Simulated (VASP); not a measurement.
Wanted: the native input for a VASP 6.6.1 run.

- Task: single point
- Functional: PBE0
- Potentials or basis: VASP PAW PBE potentials, release 64 (Pt, S)
- Cutoff: 400 eV
- k mesh: 6 × 6 × 4
- Occupations: gaussian, width 0.01 eV
- Spin: no spin polarisation
- Dipole correction: no
- Grid for exact exchange (PRECFOCK): Normal
- Further INCAR settings: ALGO = Normal; EDIFF = 1e-06; NBANDS = 18
- Share of exact exchange: 0.25

The system is PtS2.

```
Pt S
1.0
     3.55262    0.00000    0.00000
    -1.77631    3.07666    0.00000
     0.00000    0.00000    5.12283
Pt S
1 2
Direct
  0.00000 0.00000 0.00000
  0.33333 0.66667 0.23925
  0.66667 0.33333 0.76075
```

One way to write it, as run:

POSCAR

```
PtS2
1.0
    3.5526240046      0.0000000000      0.0000000000
   -1.7763120023      3.0766626381      0.0000000000
    0.0000000000      0.0000000000      5.1228330609
Pt S
1 2
Direct
    0.0000000000      0.0000000000      0.0000000000
    0.3333333333      0.6666666667      0.2392541205
    0.6666666667      0.3333333333      0.7607458795
```

INCAR.step1

```
  PREC = Accurate
  ENCUT = 400
  EDIFF = 1E-5
  ISMEAR = 0
  SIGMA = 0.01
  LREAL = False
  LASPH = True
  NELM = 120
  ALGO = Normal
  ISIF = 2
  LWAVE = True
  GGA = PE
  NBANDS = 18
  GGA_COMPAT = False
```

INCAR.step2

```
  PREC = Accurate
  ENCUT = 400
  EDIFF = 1E-6
  ISMEAR = 0
  SIGMA = 0.01
  LREAL = False
  LASPH = True
  NELM = 120
  ALGO = Normal
  ISIF = 2
  LWAVE = False
  LCHARG = True
  GGA = PE
  LHFCALC = True
  AEXX = 0.25
  PRECFOCK = Normal
  LELF = True
  LVHAR = True
  ISTART = 1
  NBANDS = 18
  GGA_COMPAT = False
```

KPOINTS

```
Automatic mesh
0
Gamma
  6 6 4
```

Potentials or basis: VASP PAW PBE potentials, release 64 (Pt, S).

Command:

```bash
$ cat potpaw_PBE.64/Pt/POTCAR potpaw_PBE.64/S/POTCAR > POTCAR
$ cp INCAR.step1 INCAR
$ mpirun -np 1 vasp_std > vasp.out
$ cp INCAR.step2 INCAR
$ mpirun -np 1 vasp_std > vasp.out
```

It gave:

| Item | Value |
| --- | --- |
| Pressure | -1.5 GPa |
| Largest force | 0.411 eV/Å |
| Band gap on the k mesh | 2.08 eV (least direct gap 2.82 eV) |

Caveat: the PAW data sets were made with another functional, which shifts forces and pressure a little; spin-orbit coupling is left out, which moves the levels of the heavy elements.

It took 29 min on 1 thread of AMD EPYC 7R13 Processor (Zen 3) (shared host), peak memory 0.15 GiB.
